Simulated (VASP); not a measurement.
# Ni: relaxation of cell and atoms with PBE

The system is Ni.

```
Ni
1.0
    -1.24541    1.24541    1.76042
     1.24541   -1.24541    1.76042
     1.24541    1.24541   -1.76042
Ni
1
Direct
  0.50000 0.50000 0.00000
```

* Program: VASP 6.6.1
* Task: relaxation of cell and atoms
* Functional: PBE
* Potentials or basis: VASP PAW PBE potentials, release 64 (Ni)
* Cutoff: 600 eV
* k mesh: 24 × 24 × 24
* Occupations: gaussian, width 0.1 eV
* Spin: collinear spin, ferromagnetic start
* Starting moments: [0.84] μB
* Dipole correction: no
* Further INCAR settings: ALGO = Normal; EDIFF = 1e-06; IBRION = 2; EDIFFG = -0.01; NSW = 80; ISIF = 3

| Quantity | Value |
| --- | --- |
| Relaxed volume | 10.89 Å³/atom |
| Relaxed cell | a = 2.487 Å, b = 2.487 Å, c = 2.487 Å, α = 119.99°, β = 119.99°, γ = 90.02° |
| Space group after relaxing (to 0.1 Å) | Fm-3m (No. 225) |
| Energy gained by relaxing | 0.1 meV/atom |
| Ionic steps | 3 |
| Pressure after relaxing | 0.0 GPa |
| Net moment | 0.64 μB per cell |
| Site moments | Ni +0.65 μB |
| Valence electrons inside the program's atomic spheres | Ni 9.31 |

Final structure:
```
CELL_PARAMETERS angstrom
-1.24398 1.24398 1.75856
1.24398 -1.24398 1.75856
1.24398 1.24398 -1.75856
ATOMIC_POSITIONS crystal
Ni 0.50000 0.50000 0.00000
```

Levels at points of the mesh, in eV from the Fermi level:
Spin up:
```tsv
k point	band 1	band 2	band 3	band 4	band 5	band 6	band 7	band 8	band 9
(0.00, 0.00, 0.00)	-9.01	-2.45	-2.45	-2.45	-1.27	-1.27	23.72	27.57	27.57
(0.50, 0.00, 0.00)	-4.84	-2.43	-2.42	-0.62	-0.62	-0.30	5.65	22.21	24.66
(0.50, 0.50, 0.00)	-4.65	-4.21	-0.56	-0.49	-0.49	2.44	9.20	14.82	14.82
(0.50, 0.50, 0.50)	-4.65	-4.21	-0.56	-0.49	-0.49	2.45	9.21	14.81	14.81
```
Spin down:
```csv
k point,band 3,band 4,band 5,band 6,band 7,band 8
"(0.00, 0.00, 0.00)",-1.68,-1.68,-0.67,-0.67,23.55,27.55
"(0.50, 0.00, 0.00)",-1.80,-0.36,0.15,0.15,6.08,22.06
"(0.50, 0.50, 0.00)",0.06,0.39,0.39,2.40,9.45,14.83
"(0.50, 0.50, 0.50)",0.06,0.39,0.39,2.41,9.46,14.82
```

It took 12 min on 1 thread of Oxide Virtual Turin-like Processor (shared host), peak memory 0.29 GiB.
